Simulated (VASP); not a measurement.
# Mg2O (I4_1/amd) in VASP: a series of runs, part 2 of 2

VASP 6.6.1. The steps go on from the part before.

## 3. Single point, PBE

This run uses another cell than the first one, of 13.97 Å³/atom.

INCAR reads:

```
SYSTEM = Mg2O
ALGO = Normal
EDIFF = 1E-6
ENCUT = 520
GGA = PE
ISIF = 2
ISMEAR = 0
LASPH = .TRUE.
LCHARG = .FALSE.
LREAL = .FALSE.
LWAVE = .FALSE.
NBANDS = 19
NELM = 100
PREC = Accurate
SIGMA = 0.1
```

KPOINTS reads:

```
k-points
0
G
  12 12 12
  0 0 0
```

POSCAR reads:

```
Mg2O
1.0
   -2.1870007465      2.1870007465      4.3820142938
    2.1870007465     -2.1870007465      4.3820142938
    2.1870007465      2.1870007465     -4.3820142938
Mg O
4 2
Direct
    0.2415806780      0.2415806780      0.0000000000
    0.9915806780      0.4915806780      0.5000000000
    0.5084193220      0.0084193220      0.5000000000
    0.7584193220      0.7584193220      0.0000000000
    0.0000000000      0.0000000000      0.0000000000
    0.7500000000      0.2500000000      0.5000000000
```

Potentials or basis: VASP PAW PBE potentials, release 64 (Mg, O).

Started as:

```bash
$ cat potpaw_PBE.64/Mg/POTCAR potpaw_PBE.64/O/POTCAR > POTCAR
$ mpirun -np 1 vasp_std > vasp.out
```

OUTCAR:

```text
SYSTEM = Mg2O
   EDIFF = 1E-6
   ENCUT = 520
   GGA = PE
   ISIF = 2
   ISMEAR = 0
   LASPH = .TRUE.
   LREAL = .FALSE.
   NELM = 100
   PREC = Accurate

 ion  position               nearest neighbor table
   1  0.242  0.242  0.000-   5 2.12   6 2.19   6 2.19   3 2.99   3 2.99   2 3.10   2 3.10   2 3.10
                             2 3.10   4 3.10   4 3.10   4 3.10   4 3.10   3 3.20   3 3.20
   2  0.992  0.492  0.500-   6 2.12   5 2.19   5 2.19   4 2.99   4 2.99   1 3.10   1 3.10   1 3.10
                             1 3.10   3 3.10   3 3.10   3 3.10   3 3.10   4 3.20   4 3.20
   3  0.508  0.008  0.500-   6 2.12   5 2.19   5 2.19   1 2.99   1 2.99   4 3.10   4 3.10   4 3.10
                             4 3.10   2 3.10   2 3.10   2 3.10   2 3.10   1 3.20   1 3.20
   4  0.758  0.758  0.000-   5 2.12   6 2.19   6 2.19   2 2.99   2 2.99   3 3.10   3 3.10   3 3.10
                             3 3.10   1 3.10   1 3.10   1 3.10   1 3.10   2 3.20   2 3.20
   5  0.000  0.000  0.000-   1 2.12   4 2.12   2 2.19   3 2.19   3 2.19   2 2.19
   6  0.750  0.250  0.500-   2 2.12   3 2.12   4 2.19   1 2.19   4 2.19   1 2.19

  LATTYP: Found a body centered tetragonal cell.
 ALAT       =     4.3740014930
 C/A-ratio  =     2.0036638308

  Lattice vectors:

 A1 = (  -2.1870007465,   2.1870007465,   4.3820142938)
 A2 = (   2.1870007465,  -2.1870007465,   4.3820142938)
 A3 = (   2.1870007465,   2.1870007465,  -4.3820142938)

Analysis of symmetry for initial positions (statically):
=====================================================================
 Subroutine PRICEL returns:
 Original cell was already a primitive cell.

 Routine SETGRP: Setting up the symmetry group for a
 body centered tetragonal supercell.

 Subroutine GETGRP returns: Found 16 space group operations
 (whereof  8 operations were pure point group operations)
 out of a pool of 16 trial point group operations.

The static configuration has the point symmetry D_2d.
 The point group associated with its full space group is D_4h.

Analysis of symmetry for dynamics (positions and initial velocities):
=====================================================================
 Subroutine PRICEL returns:
[... 144 lines left out ...]
   LHFCALC =     F    Hartree Fock is set to
   AEXX    =    0.0000 exact exchange contribution
   IVDW    =     0    specifies the selected vdW correction
   LEPSILON=     F    determine dielectric tensor
   LRPA    =     F    only Hartree local field effects (RPA)
 non-spin polarized calculation
 Gauss-broadening in eV      SIGMA  =   0.10
  energy-cutoff  :      520.00
  volume of cell :       83.84
 maximum number of plane-waves:      2320
   NGX = 19   NGY = 19   NGZ = 19

 number of electron      19.9999995 magnetization

 Free energy of the ion-electron system (eV)
  ---------------------------------------------------
  ext. energy  EPLUGINS =         0.00000000
  ---------------------------------------------------
  free energy    TOTEN  =       -25.10694253 eV

  energy without entropy =      -25.10381892  energy(sigma->0) =      -25.10538073

 E-fermi :   4.9579     XC(G=0):  -9.6782

 val. band max:        4.9540390000   @ k =  -0.2500   0.0833   0.0000
 cond. band min:       4.9590976379   @ k =  -0.1667   0.4167   0.1667
 fundamental gap:      0.0050586379
 Fermi energy:         4.9579319114

 k-point     1 :       0.0000    0.0000    0.0000
  band No.  band energies     occupation
      1     -15.2962      2.00000
      2     -14.6291      2.00000
      3      -1.9931      2.00000
      4      -1.1205      2.00000
      5      -1.1205      2.00000
      6      -0.7241      2.00000
[... 505 lines left out ...]
      6      -1.1159      2.00000
[... 11 lines left out ...]
     18      12.7570      0.00000
     19      13.4141      0.00000

 [... further k-points ...]

------------------------ aborting loop because EDIFF is reached ----------------------------------------

  FORCE on cell =-STRESS in cart. coord.  units (eV):
  Direction    XX          YY          ZZ          XY          YZ          ZX
  --------------------------------------------------------------------------------------
  -------------------------------------------------------------------------------------
  Total       -0.2170466     -0.2170466     -0.2299655      0.0000000     -0.0000000      0.0000000
  in kB       -4.1479348     -4.1479348     -4.3948255      0.0000000     -0.0000000      0.0000000
  external PRESSURE =      -4.2302317 kB  Pullay stress =       0.0000000 kB

 VOLUME and BASIS-vectors are now :
 -----------------------------------------------------------------------------
  energy-cutoff  :      520.00
  volume of cell :       83.84
      direct lattice vectors                 reciprocal lattice vectors
    -2.187000746  2.187000746  4.382014294     0.000000000  0.228623607  0.114102777
     2.187000746 -2.187000746  4.382014294     0.228623607  0.000000000  0.114102777
     2.187000746  2.187000746 -4.382014294     0.228623607  0.228623607  0.000000000

 POSITION                                       TOTAL-FORCE (eV/Angst)
 -----------------------------------------------------------------------------------
      0.00000      0.00000      2.11722         0.000000     -0.000000     -0.008881
      0.00000      2.18700      4.30823        -0.000000      0.000000     -0.008881
      0.00000      2.18700      0.07379        -0.000000      0.000000      0.008881
      0.00000      0.00000      6.64681         0.000000     -0.000000      0.008881
      0.00000      0.00000      0.00000         0.000000      0.000000      0.000000
      0.00000      2.18700      2.19101         0.000000      0.000000      0.000000
 -----------------------------------------------------------------------------------
    total drift:                                0.000000     -0.000000     -0.000000

  FREE ENERGIE OF THE ION-ELECTRON SYSTEM (eV)
  ---------------------------------------------------
  free  energy   TOTEN  =       -25.1069425292 eV

  energy  without entropy=      -25.1038189238  energy(sigma->0) =      -25.10538073
```

OSZICAR:

```text
N       E                     dE             d eps       ncg     rms          rms(c)
DAV:   1     0.707785694683E+02    0.70779E+02   -0.80516E+03  6194   0.877E+02
DAV:   2    -0.213981269939E+02   -0.92177E+02   -0.88011E+02  7784   0.170E+02
DAV:   3    -0.290402485808E+02   -0.76421E+01   -0.75942E+01  7631   0.504E+01
DAV:   4    -0.290841442846E+02   -0.43896E-01   -0.43881E-01  7346   0.438E+00
DAV:   5    -0.290843618189E+02   -0.21753E-03   -0.21753E-03  7243   0.314E-01    0.113E+01
DAV:   6    -0.252462813775E+02    0.38381E+01   -0.15757E+01  6845   0.264E+01    0.434E+00
DAV:   7    -0.251530416634E+02    0.93240E-01   -0.76795E-01  6601   0.595E+00    0.222E+00
DAV:   8    -0.251206005639E+02    0.32441E-01   -0.27586E-01  7086   0.424E+00    0.101E+00
DAV:   9    -0.251094649390E+02    0.11136E-01   -0.15779E-02  7308   0.940E-01    0.465E-01
DAV:  10    -0.251070125657E+02    0.24524E-02   -0.76842E-03  7006   0.556E-01    0.690E-02
DAV:  11    -0.251069393579E+02    0.73208E-04   -0.43506E-04  7760   0.127E-01    0.848E-03
DAV:  12    -0.251069437839E+02   -0.44260E-05   -0.14764E-05  6967   0.267E-02    0.580E-03
DAV:  13    -0.251069424292E+02    0.13547E-05   -0.23811E-06  6713   0.114E-02    0.808E-04
DAV:  14    -0.251069425292E+02   -0.10001E-06   -0.31884E-07  3970   0.343E-03
   1 F= -.25106943E+02 E0= -.25105381E+02  d E =-.312361E-02
```

Wall time 3.4 min (1 thread of Intel Xeon Platinum 8488C (Sapphire Rapids), shared host); peak memory 0.39 GiB.

What came out:

```yaml
Free_energy: -25.1069 eV
Pressure: -0.4 GPa
Largest_force: 0.009 eV/Å
Band_gap_on_the_k_mesh: zero (bands 10 and 11 overlap by 1.31 eV)
```

Forces in eV/Å, atoms in the order of the input:
```
Mg   0.000  0.000 -0.009
Mg   0.000  0.000 -0.009
Mg   0.000  0.000  0.009
Mg   0.000  0.000  0.009
O    0.000  0.000  0.000
O    0.000  0.000  0.000
```

Levels at points of the mesh, in eV from the Fermi level:
```csv
k point,band 6,band 7,band 8,band 9,band 10,band 11,band 12,band 13,band 14,band 15
"(0.00, 0.00, 0.00)",-5.68,-5.68,-5.24,-5.06,0.89,1.41,3.06,3.06,4.02,4.02
"(0.50, 0.00, 0.00)",-5.54,-5.33,-5.28,-1.93,-1.81,0.73,1.85,2.03,4.16,5.73
"(0.50, 0.50, 0.00)",-6.55,-5.12,-5.12,-2.02,-2.02,1.65,1.65,2.56,2.56,5.57
"(0.50, 0.50, 0.50)",-6.61,-5.01,-5.01,-2.49,-2.49,2.90,2.90,3.92,3.92,5.31
```

The gap in the log of VASP goes by the Fermi energy; the results here count the filled bands.